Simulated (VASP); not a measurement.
# Rb (Im-3m) in VASP: a series of runs

Runs on Rb. Level: PBE. Tasks: single point, relaxation of cell and atoms.

Program: VASP 6.6.1. These are calculated values, not measurements. Logs are shortened: lines on timing, memory, paths and dates and some standing lists are left out, and cuts for length are marked.

## Step 1: The cell of the first run

It takes space group Im-3m (No. 229, cubic). Conventional cell: a = 5.781 Å, b = 5.781 Å, c = 5.781 Å, α = 90.00°, β = 90.00°, γ = 90.00°.

## Step 2: Single point, PBE (96.61 Å³/atom)

INCAR reads:

```
PREC = Accurate ; ENCUT = 520
EDIFF = 1E-6 ; ISMEAR = 0
SIGMA = 0.1 ; LREAL = F
LASPH = T ; NELM = 60
ALGO = Normal ; ISIF = 2
LWAVE = F ; LCHARG = T
GGA = PE ; LELF = T
LVHAR = T ; NBANDS = 10
```

KPOINTS reads:

```
Automatic mesh
0
Gamma
  10 10 10
```

POSCAR reads:

```
Rb
1.0
   -2.8906137385      2.8906137385      2.8906137385
    2.8906137385     -2.8906137385      2.8906137385
    2.8906137385      2.8906137385     -2.8906137385
Rb
1
Direct
    0.0000000000      0.0000000000      0.0000000000
```

Potentials or basis: VASP PAW PBE potentials, release 64 (Rb_sv).

Started as:

```bash
$ cat potpaw_PBE.64/Rb_sv/POTCAR > POTCAR
$ mpirun -np 1 vasp_std > vasp.out
```

OUTCAR:

```text
PREC = Accurate
   ENCUT = 520
   EDIFF = 1E-6
   ISMEAR = 0
   LREAL = F
   LASPH = T
   NELM = 60
   ISIF = 2
   GGA = PE

 ion  position               nearest neighbor table
   1  0.000  0.000  0.000-

  LATTYP: Found a body centered cubic cell.
 ALAT       =     5.7812274770

  Lattice vectors:

 A1 = (  -2.8906137385,   2.8906137385,   2.8906137385)
 A2 = (   2.8906137385,  -2.8906137385,   2.8906137385)
 A3 = (   2.8906137385,   2.8906137385,  -2.8906137385)

Analysis of symmetry for initial positions (statically):
=====================================================================
 Subroutine PRICEL returns:
 Original cell was already a primitive cell.

 Routine SETGRP: Setting up the symmetry group for a
 body centered cubic supercell.

 Subroutine GETGRP returns: Found 48 space group operations
 (whereof 48 operations were pure point group operations)
 out of a pool of 48 trial point group operations.

The static configuration has the point symmetry O_h .

Analysis of symmetry for dynamics (positions and initial velocities):
=====================================================================
 Subroutine PRICEL returns:
 Original cell was already a primitive cell.

 Routine SETGRP: Setting up the symmetry group for a
 body centered cubic supercell.

 Subroutine GETGRP returns: Found 48 space group operations
 (whereof 48 operations were pure point group operations)
 out of a pool of 48 trial point group operations.

The dynamic configuration has the point symmetry O_h .

 Subroutine INISYM returns: Found 48 space group operations
 (whereof 48 operations are pure point group operations),
 and found     1 'primitive' translations

----------------------------------------------------------------------------------------

                                     Primitive cell

  volume of cell :      96.6118

  direct lattice vectors                    reciprocal lattice vectors
    -2.890613738  2.890613738  2.890613738     0.000000000  0.172973647  0.172973647
     2.890613738 -2.890613738  2.890613738     0.172973647  0.000000000  0.172973647
     2.890613738  2.890613738 -2.890613738     0.172973647  0.172973647  0.000000000

  length of vectors
     5.006689860  5.006689860  5.006689860     0.244621677  0.244621677  0.244621677

  position of ions in fractional coordinates (direct lattice)
     0.000000000  0.000000000  0.000000000

  ion indices of the primitive-cell ions
   primitive index   ion index
                 1           1

----------------------------------------------------------------------------------------

 KPOINTS: Automatic mesh

Automatic generation of k-mesh.
 Grid dimensions read from file:
 generate k-points for:   10   10   10

 Generating k-lattice:

  Cartesian coordinates                     Fractional coordinates (reciprocal lattice)
     0.000000000  0.017297365  0.017297365     0.100000000  0.000000000  0.000000000
     0.017297365  0.000000000  0.017297365     0.000000000  0.100000000  0.000000000
     0.017297365  0.017297365  0.000000000     0.000000000  0.000000000  0.100000000

  Length of vectors
     0.024462168  0.024462168  0.024462168

  Shift w.r.t. Gamma in fractional coordinates (k-lattice)
     0.000000000  0.000000000  0.000000000

 Subroutine IBZKPT returns following result:
 ===========================================

 Found     47 irreducible k-points:

 Following reciprocal coordinates:
            Coordinates               Weight
  0.000000  0.000000  0.000000      1.000000
  0.100000  0.000000  0.000000     12.000000
  0.200000  0.000000  0.000000     12.000000
  0.300000  0.000000  0.000000     12.000000
  0.400000  0.000000  0.000000     12.000000
  0.500000  0.000000  0.000000      6.000000
[... 16 lines left out ...]
  0.300000  0.300000  0.100000      8.000000
 -0.300000  0.300000  0.100000     24.000000
 [... further k-points ...]
   k-points           NKPTS =     47   k-points in BZ     NKDIM =     47   number of bands    NBANDS=     10
   number of dos      NEDOS =    301   number of ions     NIONS =      1
   total plane-waves  NPLWV =  64000
   dimension x,y,z NGX =    40 NGY =   40 NGZ =   40
   dimension x,y,z NGXF=    80 NGYF=   80 NGZF=   80
   ions per type =               1
   NGX,Y,Z   is equivalent  to a cutoff of  13.28, 13.28, 13.28 a.u.
   NGXF,Y,Z  is equivalent  to a cutoff of  26.56, 26.56, 26.56 a.u.
 SYSTEM =  unknown system
   PREC   = accura    normal or accurate (medium, high low for compatibility)
   ISTART =      0    job   : 0-new  1-cont  2-samecut
   ICHARG =      2    charge: 1-file 2-atom 10-const
   ISPIN  =      1    spin polarized calculation?
   LNONCOLLINEAR =      F non collinear calculations
   LSORBIT =      F    spin-orbit coupling
   LASPH  =      T    aspherical Exc in radial PAW
   ENCUT  =  520.0 eV  38.22 Ry    6.18 a.u.   9.31  9.31  9.31*2*pi/ulx,y,z
   NELM   =     60;   NELMIN=  2; NELMDL= -5     # of ELM steps
   EDIFF  = 0.1E-05   stopping-criterion for ELM
   LREAL  =      F    real-space projection
   EDIFFG = 0.1E-04   stopping-criterion for IOM
   NSW    =      0    number of steps for IOM
   IBRION =     -1    ionic relax: 0-MD 1-quasi-New 2-CG
   NFREE  =      0    steps in history (QN), initial steepest desc. (CG)
   ISIF   =      2    stress and relaxation
   ISYM   =      2    0-nonsym 1-usesym 2-fastsym
   POTIM  = 0.5000    time-step for ionic-motion
   TEBEG  =    0.0;   TEEND  =   0.0 temperature during run
   PSTRESS=    0.0 pullay stress
   NELECT =       9.0000    total number of electrons
   NUPDOWN=      -1.0000    fix difference up-down
   EMIN   =  10.00;   EMAX   =-10.00  energy-range for DOS
   EFERMI =   0.00;   METHOD = LEGACY
   ISMEAR =     0;   SIGMA  =   0.10  broadening in eV -4-tet -1-fermi 0-gaus
   EFERMI_NEDOS =   21; number of points for ismear=-14 and -15
   IALGO  =     38    algorithm
   IMIX   =      4    mixing-type and parameters
     AMIX     =   0.40;   BMIX     =  1.00
     AMIX_MAG =   1.60;   BMIX_MAG =  1.00
  volume/ion in A,a.u.               =      96.61       651.97
  Fermi-wavevector in a.u.,A,eV,Ry     =   0.742128  1.402419  7.493467  0.550754
  Thomas-Fermi vector in A             =   1.836933
   LORBIT       =      0    0 simple, 1 ext, 2 COOP (PROOUT), +10 PAW based schemes
   GGA     = PE    functional components
   LHFCALC =     F    Hartree Fock is set to
   AEXX    =    0.0000 exact exchange contribution
   IVDW    =     0    specifies the selected vdW correction
   LEPSILON=     F    determine dielectric tensor
   LRPA    =     F    only Hartree local field effects (RPA)
 non-spin polarized calculation
 Gauss-broadening in eV      SIGMA  =   0.10
  energy-cutoff  :      520.00
  volume of cell :       96.61
 maximum number of plane-waves:      2624
 NGX is ok and might be reduce to    40
   NGX = 19   NGY = 19   NGZ = 19

 number of electron       9.0000000 magnetization

 Free energy of the ion-electron system (eV)
  ---------------------------------------------------
  ext. energy  EPLUGINS =         0.00000000
  ---------------------------------------------------
  free energy    TOTEN  =        -0.93343794 eV

  energy without entropy =       -0.92722026  energy(sigma->0) =       -0.93032910

 E-fermi :  -0.1164     XC(G=0):  -5.3249

 val. band max:       -0.1194181882   @ k =  -0.3000   0.4000   0.2000
 cond. band min:      -0.0385661483   @ k =  -0.4000   0.4000   0.2000
 fundamental gap:      0.0808520399
 Fermi energy:        -0.1164002319

 k-point     1 :       0.0000    0.0000    0.0000
  band No.  band energies     occupation
      1     -29.0542      2.00000
      2     -13.1015      2.00000
      3     -13.1015      2.00000
      4     -13.1015      2.00000
      5      -2.0114      2.00000
      6       3.5040      0.00000
      7       3.5040      0.00000
      8       3.5040      0.00000
      9       4.3973      0.00000
     10       4.3973      0.00000

 k-point     2 :       0.1000    0.0000    0.0000
  band No.  band energies     occupation
      1     -29.0539      2.00000
      2     -13.1091      2.00000
      3     -13.1041      2.00000
      4     -13.1015      2.00000
      5      -1.8996      2.00000
      6       3.3155      0.00000
      7       3.3481      0.00000
      8       3.6046      0.00000
      9       4.1891      0.00000
     10       4.3542      0.00000

 k-point     3 :       0.2000    0.0000    0.0000
  band No.  band energies     occupation
      1     -29.0531      2.00000
      2     -13.1286      2.00000
      3     -13.1106      2.00000
      4     -13.1015      2.00000
      5      -1.5734      2.00000
      6       2.6876      0.00000
      7       3.0267      0.00000
      8       3.9015      0.00000
      9       4.1696      0.00000
     10       4.3043      0.00000

 k-point     4 :       0.3000    0.0000    0.0000
  band No.  band energies     occupation
      1     -29.0522      2.00000
      2     -13.1525      2.00000
      3     -13.1187      2.00000
      4     -13.1015      2.00000
      5      -1.0604      2.00000
      6       1.9359      0.00000
      7       2.7242      0.00000
      8       4.2451      0.00000
      9       4.3556      0.00000
     10       4.3793      0.00000

 k-point     5 :       0.4000    0.0000    0.0000
  band No.  band energies     occupation
      1     -29.0514      2.00000
      2     -13.1715      2.00000
      3     -13.1252      2.00000
      4     -13.1014      2.00000
      5      -0.4131      1.99997
      6       1.1892      0.00000
      7       2.5232      0.00000
      8       4.1232      0.00000
      9       4.5588      0.00000
     10       5.0054      0.00000

 k-point     6 :       0.5000    0.0000    0.0000
  band No.  band energies     occupation
      1     -29.0511      2.00000
      2     -13.1787      2.00000
      3     -13.1277      2.00000
      4     -13.1014      2.00000
      5       0.1321      0.00044
      6       0.6218      0.00000
      7       2.4537      0.00000
      8       4.0061      0.00000
      9       4.8815      0.00000
     10       4.9889      0.00000
[... 183 lines left out ...]
 k-point    21 :       0.3000    0.2000    0.1000
  band No.  band energies     occupation
      1     -29.0510      2.00000
      2     -13.1625      2.00000
      3     -13.1359      2.00000
      4     -13.1150      2.00000
      5       0.3843      0.00000
      6       1.0866      0.00000
      7       1.6635      0.00000
      8       3.2150      0.00000
      9       4.8029      0.00000
     10       5.0152      0.00000

 k-point    22 :      -0.2000    0.2000    0.1000
  band No.  band energies     occupation
      1     -29.0529      2.00000
      2     -13.1285      2.00000
      3     -13.1133      2.00000
      4     -13.1076      2.00000
      5      -1.4663      2.00000
      6       2.7197      0.00000
      7       3.0221      0.00000
      8       3.5125      0.00000
      9       3.9097      0.00000
     10       4.7711      0.00000

 k-point    23 :       0.3000    0.3000    0.1000
  band No.  band energies     occupation
      1     -29.0509      2.00000
      2     -13.1499      2.00000
      3     -13.1499      2.00000
      4     -13.1175      2.00000
      5       0.9989      0.00000
      6       0.9989      0.00000
      7       1.1416      0.00000
      8       2.9854      0.00000
      9       4.9152      0.00000
     10       4.9152      0.00000

 k-point    24 :      -0.3000    0.3000    0.1000
  band No.  band energies     occupation
      1     -29.0519      2.00000
      2     -13.1514      2.00000
      3     -13.1214      2.00000
      4     -13.1073      2.00000
      5      -0.9584      2.00000
      6       1.9725      0.00000
      7       2.7530      0.00000
      8       3.5603      0.00000
      9       4.3775      0.00000
     10       4.7879      0.00000

 [... further k-points ...]

------------------------ aborting loop because EDIFF is reached ----------------------------------------

  FORCE on cell =-STRESS in cart. coord.  units (eV):
  Direction    XX          YY          ZZ          XY          YZ          ZX
  --------------------------------------------------------------------------------------
  -------------------------------------------------------------------------------------
  Total       -0.0847896     -0.0847896     -0.0847896     -0.0000000      0.0000000     -0.0000000
  in kB       -1.4061221     -1.4061221     -1.4061221     -0.0000000      0.0000000     -0.0000000
  external PRESSURE =      -1.4061221 kB  Pullay stress =       0.0000000 kB

 VOLUME and BASIS-vectors are now :
 -----------------------------------------------------------------------------
  energy-cutoff  :      520.00
  volume of cell :       96.61
      direct lattice vectors                 reciprocal lattice vectors
    -2.890613738  2.890613738  2.890613738     0.000000000  0.172973647  0.172973647
     2.890613738 -2.890613738  2.890613738     0.172973647  0.000000000  0.172973647
     2.890613738  2.890613738 -2.890613738     0.172973647  0.172973647  0.000000000

 POSITION                                       TOTAL-FORCE (eV/Angst)
 -----------------------------------------------------------------------------------
      0.00000      0.00000      0.00000         0.000000     -0.000000      0.000000
 -----------------------------------------------------------------------------------
    total drift:                                0.000000      0.000000     -0.000000

  FREE ENERGIE OF THE ION-ELECTRON SYSTEM (eV)
  ---------------------------------------------------
  free  energy   TOTEN  =        -0.9334379382 eV

  energy  without entropy=       -0.9272202575  energy(sigma->0) =       -0.93032910
```

Wall time 20 s (1 thread of Intel Xeon Platinum 8488C (Sapphire Rapids), shared host); peak memory 0.24 GiB.

Results:

```yaml
Free_energy: -0.9334 eV
Pressure: -0.1 GPa
Band_gap_on_the_k_mesh: zero (an odd number of electrons rules out a gap without spin polarisation)
```

## Step 3: Single point, PBE (100.26 Å³/atom)

This run uses another cell than the first one, of 100.26 Å³/atom.

INCAR reads:

```
PREC = Accurate
ENCUT = 520
EDIFF = 1E-6
ISMEAR = 0
SIGMA = 0.1
LREAL = False
LASPH = True
NELM = 80
ALGO = Normal
ISIF = 2
LWAVE = False
LCHARG = False
GGA = PE
NBANDS = 10
```

KPOINTS is that of step 2.

POSCAR reads:

```
Rb
1.0
   -2.9265256557      2.9265256557      2.9265256557
    2.9265256557     -2.9265256557      2.9265256557
    2.9265256557      2.9265256557     -2.9265256557
Rb
1
Direct
    0.0000000000      0.0000000000      0.0000000000
```

Potentials or basis: VASP PAW PBE potentials, release 64 (Rb_sv).

Started as:

```bash
$ cat potpaw_PBE.64/Rb_sv/POTCAR > POTCAR
$ mpirun -np 1 vasp_std > vasp.out
```

Run time: 19 s. Hardware: 1 thread of Intel Xeon Platinum 8488C (Sapphire Rapids), shared host; peak memory 0.24 GiB.

The run converged. Its results:

```yaml
Free_energy: -0.9293 eV
Pressure: -0.2 GPa
Band_gap_on_the_k_mesh: zero (an odd number of electrons rules out a gap without spin polarisation)
```

Levels at points of the mesh, in eV from the Fermi level:
```csv
k point,band 2,band 3,band 4,band 5,band 6,band 7,band 8,band 9
"(0.00, 0.00, 0.00)",-13.01,-13.01,-13.01,-1.85,3.58,3.58,3.58,4.45
"(0.50, 0.00, 0.00)",-13.08,-13.03,-13.01,0.25,0.72,2.56,4.04,4.90
"(0.50, 0.50, 0.50)",-13.06,-13.06,-13.06,1.31,1.31,3.01,3.01,3.01
```

(Part 1 of 2 ends here.)

The gap in the log of VASP goes by the Fermi energy; the results here count the filled bands.